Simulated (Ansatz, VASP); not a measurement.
# Mo: VASP beside Ansatz

```
Mo
1.0
    -1.97054    1.97029    1.36300
     1.97029   -1.97054    1.36300
     3.25059    3.25059   -1.36344
Mo
2
Direct
  0.99995 0.00005 0.00000
  0.75005 0.24995 0.50000
```

Alike in both runs: task single point; functional PBEsol; k mesh 15 × 15 × 8; occupations fermi-dirac, width 0.1 eV; no spin polarisation.

|  | VASP | Ansatz |
| --- | --- | --- |
| version | VASP 6.6.1 | Ansatz 0.2.0 |
| potentials or method | VASP PAW PBE potentials, release 64 (Mo_sv), cutoff 520 eV | plane waves (420 eV) with PAW, scalar-relativistic |
| valence electrons in the cell | 28 | 28 |

```tsv
	VASP	Ansatz	Ansatz less VASP
pressure (GPa)	-23.2	-23.5	-0.32
traceless stress, the component that is largest in VASP (GPa)	-1.07	-1.10	-0.035
```

VASP's potentials were made for PBE, not for PBEsol, and Ansatz warns of the same on its side. With one functional, cell and mesh, what is left measures potentials, basis and numerics.
